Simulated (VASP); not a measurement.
# Ni: single point with PBE

Crystal: Ni.

```
Ni
1.0
     2.44802    0.00000    0.00000
    -1.22401    2.12005    0.00000
     0.00000    0.00000    4.07281
Ni
2
Direct
  0.66667 0.33333 0.75000
  0.33333 0.66667 0.25000
```

This isn't the form of Ni at room conditions, which is fcc.

| Property | Result |
| --- | --- |
| Program | VASP 6.6.1 |
| Task | single point |
| Functional | PBE |
| Potentials or basis | VASP PAW PBE potentials, release 64 (Ni) |
| Cutoff | 520 eV |
| k mesh | 12 × 12 × 7 |
| Occupations | fermi-dirac, width 0.05 eV |
| Spin | collinear spin, ferromagnetic start |
| Starting moments | [1.0, 1.0] μB |
| Dipole correction | no |
| Further INCAR settings | ALGO = Normal; EDIFF = 1e-06; NBANDS = 21 |

```
Pressure                                              : 7.0 GPa
Net moment                                            : 1.27 μB per cell
Site moments                                          : Ni +0.64 μB
Valence electrons inside the program's atomic spheres : Ni 9.36
```

Stress tensor (GPa, compression positive):
```
8.29 0.00 0.00
0.00 8.29 0.00
0.00 0.00 4.44
```

Levels at points of the mesh, in eV from the Fermi level:
Spin up:
```tsv
k point	band 7	band 8	band 9	band 10	band 11	band 12	band 13	band 14	band 15	band 16
(0.00, 0.00, 0.00)	-2.16	-1.65	-1.65	-0.71	-0.71	-0.56	5.59	23.06	25.31	25.31
(0.50, 0.00, 0.00)	-2.14	-0.60	-0.55	-0.48	1.21	3.18	9.42	9.98	12.53	13.53
```
Spin down:
```
           k point  band 7  band 8  band 9  band 10  band 11  band 12  band 13  band 14
(0.00, 0.00, 0.00)   -1.45   -0.99   -0.99    -0.61    -0.02    -0.02     6.02    22.93
(0.50, 0.00, 0.00)   -1.46    0.16    0.19     0.31     1.70     3.56     9.53    10.10
```

Wall time 24 s on 1 thread of AMD EPYC 9R45 96-Core Processor (Zen 5), with other jobs on the host, peak memory 0.14 GiB.

Caveat: the cell stands under pressure.
